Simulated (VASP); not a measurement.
CdS (zincblende type), 2 atoms in the cell. Symmetry: F-43m, No. 216, cubic system. The conventional cell has a = 5.757 Å, b = 5.757 Å, c = 5.757 Å, α = 90.00°, β = 90.00°, γ = 90.00°. Cd (site symmetry -43m) has 4 S at 2.49 Å within 3.3 Å. S (site symmetry -43m) has 4 Cd at 2.49 Å within 3.3 Å. 

```yaml
Program: VASP 6.6.1
Task: single point
Functional: LDA
Potentials_or_basis: VASP PAW LDA potentials, release 64 (Cd, S)
Cutoff: 520 eV
k_mesh: 11 × 11 × 11
Occupations: fermi-dirac, width 0.08 eV
Spin: no spin polarisation
Dipole_correction: no
k_mesh_for_the_DOS: 17 × 17 × 17
Occupations_for_the_DOS: tetrahedron
Further_INCAR_settings: ALGO = Normal; EDIFF = 1e-06; NBANDS = 16
```

Potentials or basis: VASP PAW LDA potentials, release 64 (Cd, S).

Command:

```bash
$ cat potpaw_LDA.64/Cd/POTCAR potpaw_LDA.64/S/POTCAR > POTCAR
$ cp INCAR.step1 INCAR
$ cp KPOINTS.step1 KPOINTS
$ mpirun -np 1 vasp_std > vasp.out
$ cp INCAR.step2 INCAR
$ cp KPOINTS.step2 KPOINTS
$ mpirun -np 1 vasp_std > vasp.out
```

Hardware: 1 thread of AMD EPYC 7R13 (shared host).

Question: Estimate the wall time of this run.

Answer: It took 2.4 min on 1 thread of AMD EPYC 7R13, on a shared host, peak memory 0.21 GiB. Counts: k points 165.
